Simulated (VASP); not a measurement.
# C (P-3m1) in VASP: notebook

Runs on C. Level: LDA. Tasks: single point.

Program: VASP 6.6.1. These are calculated values, not measurements. Logs are shortened: lines on timing, memory, paths and dates and some standing lists are left out, and cuts for length are marked.

## 1. The cell of the first run

Symmetry: P-3m1, No. 164, trigonal system. Conventional cell: a = 2.445 Å, b = 2.445 Å, c = 9.618 Å, α = 90.00°, β = 90.00°, γ = 120.00°. C (site symmetry 3m) has 3 C at 1.41 Å within 1.9 Å. C (site symmetry 3m) has 3 C at 1.41 Å within 1.9 Å. Within 1.9 Å of C (site symmetry 3m) lie 3 C at 1.41 Å.

## 2. Single point, LDA (the distance across one plane changed)

The input, INCAR:

```
SYSTEM = C
  ALGO = Normal
  EDIFF = 1E-6
  ENCUT = 520
  GGA = CA
  ISIF = 2
  ISMEAR = 0
  LASPH = .True.
  LCHARG = .False.
  LREAL = .False.
  LWAVE = .False.
  NBANDS = 21
  NELM = 100
  PREC = Accurate
  SIGMA = 0.05
```

The input, KPOINTS:

```
k-points
0
Gamma
  12 12 3
  0 0 0
```

The input, POSCAR:

```
C
1.0
   -1.2225127310     -2.1174541629      0.0000000000
    1.2225127310     -2.1174541629      0.0000000000
    0.0000000000      0.0000000000      9.6179937839
C
6
Direct
    1.0000000000      1.0000000000      0.8592106205
    0.3333333333      0.3333333333      0.1717495965
    0.6666666667      0.6666666667      0.5154801085
    1.0000000000      1.0000000000      0.5156770545
    0.3333333333      0.3333333333      0.8594075665
    0.6666666667      0.6666666667      0.1719465425
```

Potentials or basis: VASP PAW LDA potentials, release 64 (C).

Run with:

```bash
$ cat potpaw_LDA.64/C/POTCAR > POTCAR
$ mpirun -np 1 vasp_std > vasp.out
```

OUTCAR:

```text
SYSTEM = C
   EDIFF = 1E-6
   ENCUT = 520
   GGA = CA
   ISIF = 2
   ISMEAR = 0
   LASPH = .True.
   LREAL = .False.
   NELM = 100
   PREC = Accurate

 ion  position               nearest neighbor table
   1  0.000  0.000  0.859-   5 1.41   5 1.41   5 1.41
   2  0.333  0.333  0.172-   6 1.41   6 1.41   6 1.41
   3  0.667  0.667  0.515-   4 1.41   4 1.41   4 1.41
   4  0.000  0.000  0.516-   3 1.41   3 1.41   3 1.41
   5  0.333  0.333  0.859-   1 1.41   1 1.41   1 1.41
   6  0.667  0.667  0.172-   2 1.41   2 1.41   2 1.41

  LATTYP: Found a hexagonal cell.
 ALAT       =     2.4450254619
 C/A-ratio  =     3.9336988239

  Lattice vectors:

 A1 = (  -1.2225127310,   2.1174541629,   0.0000000000)
 A2 = (  -1.2225127310,  -2.1174541629,   0.0000000000)
 A3 = (   0.0000000000,   0.0000000000,   9.6179937839)

Analysis of symmetry for initial positions (statically):
=====================================================================
 Subroutine PRICEL returns:
 Original cell was already a primitive cell.

 Routine SETGRP: Setting up the symmetry group for a
 hexagonal supercell.

 Subroutine GETGRP returns: Found 12 space group operations
 (whereof  6 operations were pure point group operations)
 out of a pool of 24 trial point group operations.

The static configuration has the point symmetry C_3v.
 The point group associated with its full space group is D_3d.

Analysis of symmetry for dynamics (positions and initial velocities):
=====================================================================
 Subroutine PRICEL returns:
 Original cell was already a primitive cell.

 Routine SETGRP: Setting up the symmetry group for a
 hexagonal supercell.

 Subroutine GETGRP returns: Found 12 space group operations
 (whereof  6 operations were pure point group operations)
 out of a pool of 24 trial point group operations.

The dynamic configuration has the point symmetry C_3v.
 The point group associated with its full space group is D_3d.

 Subroutine INISYM returns: Found 12 space group operations
 (whereof  6 operations are pure point group operations),
 and found     1 'primitive' translations

----------------------------------------------------------------------------------------

                                     Primitive cell

[... 90 lines left out ...]
   ISTART =      0    job   : 0-new  1-cont  2-samecut
   ICHARG =      2    charge: 1-file 2-atom 10-const
   ISPIN  =      1    spin polarized calculation?
   LNONCOLLINEAR =      F non collinear calculations
   LSORBIT =      F    spin-orbit coupling
   LASPH  =      T    aspherical Exc in radial PAW
   ENCUT  =  520.0 eV  38.22 Ry    6.18 a.u.   4.55  4.55 17.88*2*pi/ulx,y,z
   NELM   =    100;   NELMIN=  2; NELMDL= -5     # of ELM steps
   EDIFF  = 0.1E-05   stopping-criterion for ELM
   LREAL  =      F    real-space projection
[... 7 lines left out ...]
   TEBEG  =    0.0;   TEEND  =   0.0 temperature during run
   PSTRESS=    0.0 pullay stress
   NELECT =      24.0000    total number of electrons
   NUPDOWN=      -1.0000    fix difference up-down
   EMIN   =  10.00;   EMAX   =-10.00  energy-range for DOS
   EFERMI =   0.00;   METHOD = LEGACY
   ISMEAR =     0;   SIGMA  =   0.05  broadening in eV -4-tet -1-fermi 0-gaus
   EFERMI_NEDOS =   21; number of points for ismear=-14 and -15
   IALGO  =     38    algorithm
   IMIX   =      4    mixing-type and parameters
     AMIX     =   0.40;   BMIX     =  1.00
     AMIX_MAG =   1.60;   BMIX_MAG =  1.00
  volume/ion in A,a.u.               =       8.30        56.01
  Fermi-wavevector in a.u.,A,eV,Ry     =   1.283565  2.425587 22.416139  1.647540
  Thomas-Fermi vector in A             =   2.415811
   LORBIT       =      0    0 simple, 1 ext, 2 COOP (PROOUT), +10 PAW based schemes
   GGA     = CA    functional components
   LHFCALC =     F    Hartree Fock is set to
   AEXX    =    0.0000 exact exchange contribution
   IVDW    =     0    specifies the selected vdW correction
   LEPSILON=     F    determine dielectric tensor
   LRPA    =     F    only Hartree local field effects (RPA)
 non-spin polarized calculation
 Gauss-broadening in eV      SIGMA  =   0.05
  energy-cutoff  :      520.00
  volume of cell :       49.79
 maximum number of plane-waves:      1373
   NGX =  9   NGY =  9   NGZ = 35

 number of electron      23.9999994 magnetization

 Free energy of the ion-electron system (eV)
  ---------------------------------------------------
  ext. energy  EPLUGINS =         0.00000000
  ---------------------------------------------------
  free energy    TOTEN  =       -60.64735948 eV

  energy without entropy =      -60.64735948  energy(sigma->0) =      -60.64735948

 E-fermi :   4.9760     XC(G=0): -11.0910

 val. band max:        4.7558023911   @ k =  -0.3333   0.3333   0.0000
 cond. band min:       5.4645333528   @ k =  -0.3333   0.3333   0.0000
 fundamental gap:      0.7087309617
 Fermi energy:         4.9760123000

 k-point     1 :       0.0000    0.0000    0.0000
  band No.  band energies     occupation
      1     -14.5843      2.00000
      2     -14.2796      2.00000
      3     -14.1788      2.00000
      4      -3.4817      2.00000
      5      -3.1302      2.00000
      6      -1.2519      2.00000
[... 565 lines left out ...]
     20      14.9652      0.00000
     21      16.2010      0.00000

 [... further k-points ...]

------------------------ aborting loop because EDIFF is reached ----------------------------------------

  FORCE on cell =-STRESS in cart. coord.  units (eV):
  Direction    XX          YY          ZZ          XY          YZ          ZX
  --------------------------------------------------------------------------------------
  -------------------------------------------------------------------------------------
  Total        0.3635704      0.3635704      0.5152265      0.0000000     -0.0000000      0.0000000
  in kB       11.6981513     11.6981513     16.5778006      0.0000000     -0.0000000      0.0000000
  external PRESSURE =      13.3247011 kB  Pullay stress =       0.0000000 kB

 VOLUME and BASIS-vectors are now :
 -----------------------------------------------------------------------------
  energy-cutoff  :      520.00
  volume of cell :       49.79
      direct lattice vectors                 reciprocal lattice vectors
    -1.222512731 -2.117454163  0.000000000    -0.408993696 -0.236132620  0.000000000
     1.222512731 -2.117454163  0.000000000     0.408993696 -0.236132620  0.000000000
     0.000000000  0.000000000  9.617993784     0.000000000  0.000000000  0.103971787

 POSITION                                       TOTAL-FORCE (eV/Angst)
 -----------------------------------------------------------------------------------
      0.00000      0.00000      8.26388        -0.000000      0.000000     -0.109304
      0.00000     -1.41164      1.65189         0.000000     -0.000000      0.072768
      0.00000     -2.82327      4.95788        -0.000000      0.000000     -0.000914
      0.00000      0.00000      4.95978         0.000000      0.000000      0.000914
      0.00000     -1.41164      8.26578        -0.000000     -0.000000     -0.072768
      0.00000     -2.82327      1.65378         0.000000      0.000000      0.109304
 -----------------------------------------------------------------------------------
    total drift:                                0.000000      0.000000      0.000001

  FREE ENERGIE OF THE ION-ELECTRON SYSTEM (eV)
  ---------------------------------------------------
  free  energy   TOTEN  =       -60.6473594801 eV

  energy  without entropy=      -60.6473594801  energy(sigma->0) =      -60.64735948
```

OSZICAR:

```text
N       E                     dE             d eps       ncg     rms          rms(c)
DAV:   1     0.548935721471E+02    0.54894E+02   -0.12578E+04  2100   0.107E+03
DAV:   2    -0.604180476052E+02   -0.11531E+03   -0.10943E+03  2735   0.221E+02
DAV:   3    -0.648790206335E+02   -0.44610E+01   -0.44411E+01  2623   0.405E+01
DAV:   4    -0.649282260935E+02   -0.49205E-01   -0.49176E-01  3063   0.499E+00
DAV:   5    -0.649288819737E+02   -0.65588E-03   -0.65571E-03  2844   0.508E-01    0.116E+01
DAV:   6    -0.616471625761E+02    0.32817E+01   -0.27945E+00  2479   0.893E+00    0.657E+00
DAV:   7    -0.606470080221E+02    0.10002E+01   -0.31144E+00  2468   0.962E+00    0.177E+00
DAV:   8    -0.606500521237E+02   -0.30441E-02   -0.16613E-01  2536   0.215E+00    0.419E-01
DAV:   9    -0.606473936458E+02    0.26585E-02   -0.60510E-03  2773   0.464E-01    0.116E-01
DAV:  10    -0.606473597317E+02    0.33914E-04   -0.49364E-04  2835   0.129E-01    0.347E-02
DAV:  11    -0.606473598666E+02   -0.13491E-06   -0.12253E-05  2736   0.233E-02    0.122E-02
DAV:  12    -0.606473594801E+02    0.38649E-06   -0.28771E-06  2614   0.127E-02
   1 F= -.60647359E+02 E0= -.60647359E+02  d E =-.100560E-11
```

stdout:

```text
POSCAR found type information on POSCAR C
 POSCAR found :  1 types and       6 ions
 scaLAPACK will be used
 LDA part: xc-table for (Slater(with rela. corr.)+CA(PZ))
 , standard interpolation
 POSCAR, INCAR and KPOINTS ok, starting setup
 FFT: planning ... GRIDC
 FFT: planning ... GRID_SOFT
 FFT: planning ... GRID
 WAVECAR not read
 entering main loop
```

Wall time 52 s (1 thread of Intel Xeon 8259CL, shared host); peak memory 0.15 GiB.

Results:

* Free energy: -60.6474 eV
* Pressure: 1.3 GPa
* Largest force: 0.109 eV/Å

Forces in eV/Å, atoms in the order of the input:
```
C    0.000  0.000 -0.109
C    0.000  0.000  0.073
C    0.000  0.000 -0.001
C    0.000  0.000  0.001
C    0.000  0.000 -0.073
C    0.000  0.000  0.109
```

Stress tensor (GPa, compression positive):
```
1.17 0.00 0.00
0.00 1.17 0.00
0.00 0.00 1.66
```

Caveat: the cell differs from its parent crystal (the distance across one plane changed).

## 3. Single point, LDA (the distance across one plane changed)

The input, INCAR:

```
SYSTEM = C
PREC = Accurate
ENCUT = 520
EDIFF = 1E-7
ISMEAR = 0
SIGMA = 0.05
LREAL = .FALSE.
LASPH = .TRUE.
NELM = 60
ALGO = Normal
ISIF = 2
LWAVE = .FALSE.
LCHARG = .FALSE.
GGA = CA
NBANDS = 21
```

The input, KPOINTS:

```
regular mesh
0
G
  12 12 3
  0 0 0
```

The input, POSCAR:

```
C
1.0
   -1.2225127310     -2.1174541629      0.0000000000
    1.2225127310     -2.1174541629      0.0000000000
    0.0000000000      0.0000000000     10.4179937839
C
6
Direct
    1.0000000000      1.0000000000      0.7932316508
    0.3333333333      0.3333333333      0.1585609077
    0.6666666667      0.6666666667      0.4758962793
    1.0000000000      1.0000000000      0.4760781018
    0.3333333333      0.3333333333      0.7934134733
    0.6666666667      0.6666666667      0.1587427302
```

Potentials or basis: VASP PAW LDA potentials, release 64 (C).

Run with:

```bash
$ cat potpaw_LDA.64/C/POTCAR > POTCAR
$ mpirun -np 1 vasp_std > vasp.out
```

Run time: 79 s. Hardware: 1 thread of Intel Xeon 8259CL, shared host; peak memory 0.16 GiB.

It converged, with:

* Free energy: -60.6509 eV
* Pressure: 0.6 GPa
* Largest force: 0.035 eV/Å

Forces on the atoms (eV/Å):
```
C    0.000  0.000  0.035
C    0.000  0.000 -0.013
C    0.000  0.000  0.000
C    0.000  0.000  0.000
C    0.000  0.000  0.013
C    0.000  0.000 -0.035
```

Stress tensor (GPa, compression positive):
```
 1.29  0.00  0.00
 0.00  1.29  0.00
 0.00  0.00 -0.70
```

Caveat: the cell differs from its parent crystal (the distance across one plane changed).

## 4. Single point, LDA (the distance across one plane changed)

The input, INCAR:

```
PREC     = Accurate       # precision mode
ENCUT    = 520            # plane-wave cutoff, eV
EDIFF    = 1E-6           # SCF threshold, eV
ISMEAR   = 0              # smearing method
SIGMA    = 0.05           # smearing width, eV
LREAL    = F              # projectors in reciprocal space
LASPH    = T              # aspherical terms in the spheres
NELM     = 80             # most SCF steps
ALGO     = Normal         # electronic algorithm
ISIF     = 2              # what is computed and relaxed
LWAVE    = F              # write WAVECAR
LCHARG   = T              # write CHGCAR
GGA      = CA             # functional
LELF     = T              # ELF
LVHAR    = T            
NBANDS   = 21             # bands
```

The input, KPOINTS:

```
Automatic mesh
0
Gamma
  12 12 3
```

The input, POSCAR:

```
C
1.0
   -1.2225127310     -2.1174541629      0.0000000000
    1.2225127310     -2.1174541629      0.0000000000
    0.0000000000      0.0000000000     10.6679937839
C
6
Direct
    1.0000000000      1.0000000000      0.7746425968
    0.3333333333      0.3333333333      0.1548450988
    0.6666666667      0.6666666667      0.4647438478
    1.0000000000      1.0000000000      0.4649214093
    0.3333333333      0.3333333333      0.7748201583
    0.6666666667      0.6666666667      0.1550226603
```

Run with:

```bash
$ cat potpaw_LDA.64/C/POTCAR > POTCAR
$ mpirun -np 1 vasp_std > vasp.out
```

It took 67 s on 1 thread of Intel Xeon 8259CL, shared host; peak memory 0.16 GiB.

The run converged. Its results:

| Item | Value |
| --- | --- |
| Free energy | -60.6396 eV |
| Pressure | 0.6 GPa |
| Largest force | 0.033 eV/Å |

Forces on the atoms (eV/Å):
```
C    0.000  0.000  0.033
C    0.000  0.000 -0.006
C    0.000  0.000  0.000
C    0.000  0.000  0.000
C    0.000  0.000  0.006
C    0.000  0.000 -0.033
```

Stress tensor (GPa, compression positive):
```
 1.25  0.00  0.00
 0.00  1.25  0.00
 0.00  0.00 -0.60
```

Caveat: the cell differs from its parent crystal (the distance across one plane changed).

(Continued in part 2 of 2.)
